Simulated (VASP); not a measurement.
# BAs2 (P4/mmm) in VASP: notebook

The runs below take BAs2 through single point, with PBE.

Everything below comes from runs of VASP 6.6.1. Logs are shortened: lines on timing, memory, paths and dates and some standing lists are left out, and cuts for length are marked.

### 1 The cell of the first run

It takes space group P4/mmm (No. 123, tetragonal). Conventional cell: a = 2.932 Å, b = 2.932 Å, c = 6.049 Å, α = 90.00°, β = 90.00°, γ = 90.00°. B (site symmetry 4/mmm) has 8 As at 2.74 Å and 4 B at 2.93 Å within 3.6 Å. As (site symmetry 4mm) has 5 As at 2.48 to 2.93 Å and 4 B at 2.74 Å within 3.3 Å.

### 2 Single point, PBE

Contents of INCAR:

```
SYSTEM = BAs2
PREC = Accurate ; ENCUT = 520
EDIFF = 1E-6 ; ISMEAR = 0
SIGMA = 0.1 ; LREAL = .False.
LASPH = .True. ; NELM = 80
ALGO = Normal ; ISIF = 2
LWAVE = .False. ; LCHARG = .False.
GGA = PE ; NBANDS = 14
```

Contents of KPOINTS:

```
regular mesh
0
Gamma
  6 6 4
  0 0 0
```

Contents of POSCAR:

```
BAs2
1.0
    2.9318614500      0.0000000000      0.0000000000
    0.0000000000      2.9318614500      0.0000000000
    0.0000000000      0.0000000000      6.0491661300
B As
1 2
Direct
    0.0000000000      0.0000000000      0.0000000000
    0.5000000000      0.5000000000      0.2949999900
    0.5000000000      0.5000000000      0.7050000100
```

Potentials or basis: VASP PAW PBE potentials, release 64 (B, As).

Launch:

```sh
$ cat potpaw_PBE.64/B/POTCAR potpaw_PBE.64/As/POTCAR > POTCAR
$ mpirun -np 1 vasp_std > vasp.out
```

OUTCAR:

```text
SYSTEM = BAs2
   PREC = Accurate
   ENCUT = 520
   EDIFF = 1E-6
   ISMEAR = 0
   LREAL = .False.
   LASPH = .True.
   NELM = 80
   ISIF = 2
   GGA = PE

 ion  position               nearest neighbor table
   1  0.000  0.000  0.000-
   2  0.500  0.500  0.295-   3 2.48
   3  0.500  0.500  0.705-   2 2.48

  LATTYP: Found a simple tetragonal cell.
 ALAT       =     2.9318614500
 C/A-ratio  =     2.0632510210

  Lattice vectors:

 A1 = (   2.9318614500,   0.0000000000,   0.0000000000)
 A2 = (   0.0000000000,   2.9318614500,   0.0000000000)
 A3 = (   0.0000000000,   0.0000000000,   6.0491661300)

Analysis of symmetry for initial positions (statically):
=====================================================================
 Subroutine PRICEL returns:
 Original cell was already a primitive cell.

 Routine SETGRP: Setting up the symmetry group for a
 simple tetragonal supercell.

 Subroutine GETGRP returns: Found 16 space group operations
 (whereof 16 operations were pure point group operations)
 out of a pool of 16 trial point group operations.

The static configuration has the point symmetry D_4h.

Analysis of symmetry for dynamics (positions and initial velocities):
=====================================================================
 Subroutine PRICEL returns:
 Original cell was already a primitive cell.

 Routine SETGRP: Setting up the symmetry group for a
 simple tetragonal supercell.

 Subroutine GETGRP returns: Found 16 space group operations
 (whereof 16 operations were pure point group operations)
 out of a pool of 16 trial point group operations.

The dynamic configuration has the point symmetry D_4h.

 Subroutine INISYM returns: Found 16 space group operations
 (whereof 16 operations are pure point group operations),
 and found     1 'primitive' translations

----------------------------------------------------------------------------------------

                                     Primitive cell

  volume of cell :      51.9975

  direct lattice vectors                    reciprocal lattice vectors
     2.931861450  0.000000000  0.000000000     0.341080238  0.000000000  0.000000000
     0.000000000  2.931861450  0.000000000     0.000000000  0.341080238  0.000000000
     0.000000000  0.000000000  6.049166130     0.000000000  0.000000000  0.165312041

  length of vectors
     2.931861450  2.931861450  6.049166130     0.341080238  0.341080238  0.165312041

  position of ions in fractional coordinates (direct lattice)
     0.000000000  0.000000000  0.000000000
     0.500000000  0.500000000  0.294999990
     0.500000000  0.500000000  0.705000010

  ion indices of the primitive-cell ions
   primitive index   ion index
                 1           1
                 2           2
                 3           3

----------------------------------------------------------------------------------------

 KPOINTS: regular mesh

Automatic generation of k-mesh.
 Grid dimensions read from file:
 generate k-points for:    6    6    4

 Generating k-lattice:

  Cartesian coordinates                     Fractional coordinates (reciprocal lattice)
     0.056846706  0.000000000  0.000000000     0.166666667  0.000000000  0.000000000
     0.000000000  0.056846706  0.000000000     0.000000000  0.166666667  0.000000000
     0.000000000  0.000000000  0.041328010     0.000000000  0.000000000  0.250000000

  Length of vectors
     0.056846706  0.056846706  0.041328010

  Shift w.r.t. Gamma in fractional coordinates (k-lattice)
     0.000000000  0.000000000  0.000000000

 Subroutine IBZKPT returns following result:
 ===========================================

 Found     30 irreducible k-points:

 Following reciprocal coordinates:
            Coordinates               Weight
  0.000000  0.000000  0.000000      1.000000
  0.166667  0.000000  0.000000      4.000000
  0.333333  0.000000  0.000000      4.000000
  0.500000  0.000000  0.000000      2.000000
  0.166667  0.166667  0.000000      4.000000
  0.333333  0.166667  0.000000      8.000000
[... 16 lines left out ...]
  0.333333  0.000000  0.500000      4.000000
  0.500000  0.000000  0.500000      2.000000
 [... further k-points ...]
   k-points           NKPTS =     30   k-points in BZ     NKDIM =     30   number of bands    NBANDS=     14
   number of dos      NEDOS =    301   number of ions     NIONS =      3
   total plane-waves  NPLWV =  27648
   dimension x,y,z NGX =    24 NGY =   24 NGZ =   48
   dimension x,y,z NGXF=    48 NGYF=   48 NGZF=   96
   ions per type =               1   2
   NGX,Y,Z   is equivalent  to a cutoff of  13.61, 13.61, 13.19 a.u.
   NGXF,Y,Z  is equivalent  to a cutoff of  27.22, 27.22, 26.38 a.u.
 SYSTEM =  BAs2
   PREC   = accura    normal or accurate (medium, high low for compatibility)
   ISTART =      0    job   : 0-new  1-cont  2-samecut
   ICHARG =      2    charge: 1-file 2-atom 10-const
   ISPIN  =      1    spin polarized calculation?
   LNONCOLLINEAR =      F non collinear calculations
   LSORBIT =      F    spin-orbit coupling
   LASPH  =      T    aspherical Exc in radial PAW
   ENCUT  =  520.0 eV  38.22 Ry    6.18 a.u.   5.45  5.45 11.25*2*pi/ulx,y,z
   NELM   =     80;   NELMIN=  2; NELMDL= -5     # of ELM steps
   EDIFF  = 0.1E-05   stopping-criterion for ELM
   LREAL  =      F    real-space projection
   EDIFFG = 0.1E-04   stopping-criterion for IOM
   NSW    =      0    number of steps for IOM
   IBRION =     -1    ionic relax: 0-MD 1-quasi-New 2-CG
   NFREE  =      0    steps in history (QN), initial steepest desc. (CG)
   ISIF   =      2    stress and relaxation
   ISYM   =      2    0-nonsym 1-usesym 2-fastsym
   POTIM  = 0.5000    time-step for ionic-motion
   TEBEG  =    0.0;   TEEND  =   0.0 temperature during run
   PSTRESS=    0.0 pullay stress
   NELECT =      13.0000    total number of electrons
   NUPDOWN=      -1.0000    fix difference up-down
   EMIN   =  10.00;   EMAX   =-10.00  energy-range for DOS
   EFERMI =   0.00;   METHOD = LEGACY
   ISMEAR =     0;   SIGMA  =   0.10  broadening in eV -4-tet -1-fermi 0-gaus
   EFERMI_NEDOS =   21; number of points for ismear=-14 and -15
   IALGO  =     38    algorithm
   IMIX   =      4    mixing-type and parameters
     AMIX     =   0.40;   BMIX     =  1.00
     AMIX_MAG =   1.60;   BMIX_MAG =  1.00
  volume/ion in A,a.u.               =      17.33       116.97
  Fermi-wavevector in a.u.,A,eV,Ry     =   1.031324  1.948920 14.471555  1.063629
  Thomas-Fermi vector in A             =   2.165467
   LORBIT       =      0    0 simple, 1 ext, 2 COOP (PROOUT), +10 PAW based schemes
   GGA     = PE    functional components
   LHFCALC =     F    Hartree Fock is set to
   AEXX    =    0.0000 exact exchange contribution
   IVDW    =     0    specifies the selected vdW correction
   LEPSILON=     F    determine dielectric tensor
   LRPA    =     F    only Hartree local field effects (RPA)
 non-spin polarized calculation
 Gauss-broadening in eV      SIGMA  =   0.10
  energy-cutoff  :      520.00
  volume of cell :       52.00
 maximum number of plane-waves:      1423
 NGX is ok and might be reduce to    24
   NGX = 11   NGY = 11   NGZ = 23

 number of electron      12.9999999 magnetization

 Free energy of the ion-electron system (eV)
  ---------------------------------------------------
  ext. energy  EPLUGINS =         0.00000000
  ---------------------------------------------------
  free energy    TOTEN  =       -12.14966899 eV

  energy without entropy =      -12.14573789  energy(sigma->0) =      -12.14770344

 E-fermi :   5.3816     XC(G=0): -10.3858

 val. band max:        5.3619351567   @ k =   0.1667   0.1667   0.0000
 cond. band min:       5.4803468361   @ k =   0.5000   0.5000   0.2500
 fundamental gap:      0.1184116795
 Fermi energy:         5.3816137158

 k-point     1 :       0.0000    0.0000    0.0000
  band No.  band energies     occupation
      1      -9.2170      2.00000
      2      -6.4251      2.00000
      3      -3.2998      2.00000
      4       5.7008      0.00001
      5       6.1573      0.00000
      6       6.4504      0.00000
      7       6.4504      0.00000
      8       9.4818      0.00000
      9       9.4818      0.00000
     10      10.3117      0.00000
     11      10.3117      0.00000
     12      11.4638      0.00000
     13      11.7976      0.00000
     14      12.2584      0.00000

 k-point     2 :       0.1667    0.0000    0.0000
  band No.  band energies     occupation
      1      -8.8137      2.00000
      2      -6.0085      2.00000
      3      -2.9313      2.00000
      4       3.3719      2.00000
      5       5.3224      1.59796
      6       6.2973      0.00000
      7       6.8279      0.00000
      8       7.1213      0.00000
      9       8.6965      0.00000
     10       9.8077      0.00000
     11      10.3778      0.00000
     12      12.0672      0.00000
     13      12.4011      0.00000
     14      15.4466      0.00000

 k-point     3 :       0.3333    0.0000    0.0000
  band No.  band energies     occupation
      1      -7.7227      2.00000
      2      -4.8646      2.00000
      3      -2.1373      2.00000
      4       0.1532      2.00000
      5       2.1939      2.00000
      6       4.1218      2.00000
      7       7.7432      0.00000
      8       7.8740      0.00000
      9       8.5181      0.00000
     10      10.2304      0.00000
     11      10.5930      0.00000
     12      11.3311      0.00000
     13      13.5445      0.00000
     14      14.9577      0.00000
[... 324 lines left out ...]
 k-point    23 :       0.3333    0.0000    0.5000
  band No.  band energies     occupation
      1      -7.3071      2.00000
      2      -6.0529      2.00000
      3      -0.4119      2.00000
      4       0.4256      2.00000
      5       2.2880      2.00000
      6       2.6046      2.00000
      7       7.0452      0.00000
      8       8.1730      0.00000
      9       8.4281      0.00000
     10       8.8492      0.00000
     11      11.4485      0.00000
     12      11.7917      0.00000
     13      13.9293      0.00000
     14      16.2012      0.00000

 k-point    24 :       0.5000    0.0000    0.5000
  band No.  band energies     occupation
      1      -6.5130      2.00000
      2      -4.8673      2.00000
      3      -2.0852      2.00000
      4      -1.1034      2.00000
      5       3.0361      2.00000
      6       3.5605      2.00000
      7       5.0501      2.00000
      8       6.7474      0.00000
      9       9.3482      0.00000
     10       9.4139      0.00000
     11      10.6679      0.00000
     12      12.2780      0.00000
     13      14.8822      0.00000
     14      15.7209      0.00000

 [... further k-points ...]
[... 5 lines left out ...]
  --------------------------------------------------------------------------------------
  -------------------------------------------------------------------------------------
  Total       -1.0257490     -1.0257490     -0.1236425      0.0000000      0.0000000      0.0000000
  in kB      -31.6059824    -31.6059824     -3.8097443      0.0000000      0.0000000      0.0000000
  external PRESSURE =     -22.3405697 kB  Pullay stress =       0.0000000 kB

 VOLUME and BASIS-vectors are now :
 -----------------------------------------------------------------------------
  energy-cutoff  :      520.00
  volume of cell :       52.00
      direct lattice vectors                 reciprocal lattice vectors
     2.931861450  0.000000000  0.000000000     0.341080238  0.000000000  0.000000000
     0.000000000  2.931861450  0.000000000     0.000000000  0.341080238  0.000000000
     0.000000000  0.000000000  6.049166130     0.000000000  0.000000000  0.165312041

 POSITION                                       TOTAL-FORCE (eV/Angst)
 -----------------------------------------------------------------------------------
      0.00000      0.00000      0.00000         0.000000      0.000000      0.000000
      1.46593      1.46593      1.78450         0.000000     -0.000000     -1.661727
      1.46593      1.46593      4.26466         0.000000      0.000000      1.661727
 -----------------------------------------------------------------------------------
    total drift:                                0.000000     -0.000000     -0.000000

  FREE ENERGIE OF THE ION-ELECTRON SYSTEM (eV)
  ---------------------------------------------------
  free  energy   TOTEN  =       -12.1496689882 eV

  energy  without entropy=      -12.1457378886  energy(sigma->0) =      -12.14770344
```

Run time: 7.7 s. Hardware: 1 thread of Intel Xeon 6975P-C (Granite Rapids), shared host; peak memory 0.17 GiB.

Results:

```yaml
Free_energy: -12.1497 eV
Pressure: -2.2 GPa
Largest_force: 1.662 eV/Å
```

Forces on the atoms (eV/Å):
```
B    0.000  0.000  0.000
As   0.000  0.000 -1.662
As   0.000  0.000  1.662
```

Stress tensor (GPa, compression positive):
```
-3.16  0.00  0.00
 0.00 -3.16  0.00
 0.00  0.00 -0.38
```

Caveat: forces of over 1 eV/Å act on the atoms, so gaps and moduli don't describe the material at rest.

[end of part 1 of 2]
